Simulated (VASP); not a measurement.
Runs of VASP 6.6.1 on Ag. The structure is that of space group P6_3/mmc (No. 194), or close to it. The cells are those of the table. This isn't the form of Ag at room conditions, which is fcc.

| task | cell | gap on the mesh (eV) | pressure (GPa) | largest force (eV/Å) |
| --- | --- | --- | --- | --- |
| electric field gradients | a = 2.890, b = 2.890, c = 4.725 Å, angles 90.0, 90.0, 120.0°, 2 atoms | none | -7.0 | - |
| single point | a = 2.987, b = 2.987, c = 4.884 Å, angles 90.0, 90.0, 120.0°, 2 atoms | none | (a) | - |
| single point | a = 2.930, b = 2.905, c = 4.790 Å, angles 89.6, 88.8, 119.1°, 2 atoms | none | -10.4 | 0.01 |
| single point | a = 2.920, b = 2.920, c = 4.774 Å, angles 90.0, 90.0, 120.0°, 2 atoms | none | -9.7 | - |
| single point | a = 2.930, b = 2.917, c = 4.790 Å, angles 89.8, 89.4, 119.6°, 2 atoms | none | -10.4 | 0.01 |
| single point | a = 2.949, b = 2.949, c = 4.822 Å, angles 90.0, 90.0, 120.0°, 2 atoms | none | -11.8 | - |
| electric field gradients | a = 2.930, b = 2.930, c = 4.742 Å, angles 90.0, 90.0, 120.0°, 2 atoms | none | -9.7 | - |
| single point | a = 2.910, b = 2.910, c = 4.758 Å, angles 90.0, 90.0, 120.0°, 2 atoms | none | -8.9 | - |

Alike in all rows: level LDA; potentials or basis VASP PAW LDA potentials, release 64 (Ag); no spin polarisation; k mesh 14 × 14 × 8; cutoff (eV) 520; smearing fermi-dirac 0.05 eV.

**Question.** Estimate the missing entries.

**Answer.** (a) -13.9.

Caveats: the cell stands under tension.

A k mesh can miss the band edges, and the runs leave out spin-orbit coupling on Ag.

A gap of «none» marks levels without a gap at the run's occupations.
